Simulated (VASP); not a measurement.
V, 2 atoms in the cell. Symmetry: P6_3/mmc, No. 194, hexagonal system. The conventional cell has a = 2.375 Å, b = 2.375 Å, c = 3.847 Å, α = 90.00°, β = 90.00°, γ = 120.00°. V (site symmetry -6m2) has 12 V at 2.36 to 2.37 Å within 3.1 Å. This isn't the form of V at room conditions, which is bcc.

```yaml
Program: VASP 6.6.1
Task: relaxation of cell and atoms
Functional: PBE
Potentials_or_basis: VASP PAW PBE potentials, release 64 (V_sv)
Cutoff: 600 eV
k_mesh: 18 × 18 × 10
Occupations: fermi-dirac, width 0.1 eV
Spin: no spin polarisation
Target_pressure: 130 GPa
Dipole_correction: no
Further_INCAR_settings: ALGO = Normal; EDIFF = 1e-06; IBRION = 2; EDIFFG = -0.005; NSW = 60; ISIF = 3
```

Potentials or basis: VASP PAW PBE potentials, release 64 (V_sv).

Run with:

```sh
$ cat potpaw_PBE.64/V_sv/POTCAR > POTCAR
$ mpirun -np 1 vasp_std > vasp.out
```

Hardware: 1 thread of Intel(R) Xeon(R) 6975P-C (Granite Rapids), with other jobs on the host.

Problem. How long does it take, and how much memory?

Solution. Run time: 5 min on 1 thread of Intel(R) Xeon(R) 6975P-C (Granite Rapids) (shared host), peak memory 0.21 GiB. Counts: scf iterations 125, k points 222, ion steps 20.
